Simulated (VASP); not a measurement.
Set up this calculation in VASP 6.6.1, as the native input.

| Property | Result |
| --- | --- |
| Task | relaxation of cell and atoms |
| Functional | PBE |
| Potentials or basis | VASP PAW PBE potentials, release 64 (Bi_d, Te) |
| Cutoff | 600 eV |
| k mesh | 4 × 4 × 4 |
| Occupations | gaussian, width 0.1 eV |
| Spin | no spin polarisation |
| Dipole correction | no |
| Further INCAR settings | ALGO = Normal; EDIFF = 1e-06; IBRION = 2; EDIFFG = -0.04; NSW = 90; ISIF = 3 |

The structure of BiTe4 lies in POSCAR:

```
BiTe4
1.0
   -2.7575432800      2.7575432800      5.2138146200
    2.7575432800     -2.7575432800      5.2138146200
    2.7575432800      2.7575432800     -5.2138146200
Bi Te
1 4
Direct
    0.0000000000      0.0000000000      0.0000000000
    0.2450000000      0.2450000000      0.0000000000
    0.7550000000      0.7550000000      0.0000000000
    0.5000000000      0.0000000000      0.5000000000
    0.0000000000      0.5000000000      0.5000000000
```

The cell was generated, and may not be a known phase.

These files were run (other wordings do the same):

INCAR

```
PREC = Accurate
ENCUT = 600
EDIFF = 1E-6
ISMEAR = 0
SIGMA = 0.1
LREAL = F
LASPH = T
NELM = 60
ALGO = Normal
ISIF = 3
LWAVE = F
LCHARG = F
GGA = PE
IBRION = 2
NSW = 90
EDIFFG = -0.04
```

KPOINTS

```
regular mesh
0
Gamma
  4 4 4
```

Potentials or basis: VASP PAW PBE potentials, release 64 (Bi_d, Te).

The run is started by

```bash
$ cat potpaw_PBE.64/Bi_d/POTCAR potpaw_PBE.64/Te/POTCAR > POTCAR
$ mpirun -np 1 vasp_std > vasp.out
```

It gave:

```yaml
Relaxed_volume: 35.24 Å³/atom
Relaxed_cell: a = 6.387 Å, b = 6.387 Å, c = 6.387 Å, α = 122.67°, β = 122.67°, γ = 85.43°
Space_group_after_relaxing_to_0.1_Å: I4/mmm (No. 139)
Energy_gained_by_relaxing: 828.6 meV/atom
Ionic_steps: 24
Pressure_after_relaxing: 0.0 GPa
Largest_force_after_relaxing: 0.021 eV/Å
Band_gap_on_the_k_mesh: zero (an odd number of electrons rules out a gap without spin polarisation)
```

Caveat: spin-orbit coupling is left out, which moves the levels of the heavy elements; an odd number of electrons without spin polarisation forces a metal; a magnetic or distorted state may lie lower.

Run time: 18 min on 1 thread of Intel(R) Xeon(R) 6975P-C (Granite Rapids), with other jobs on the host, peak memory 0.44 GiB.
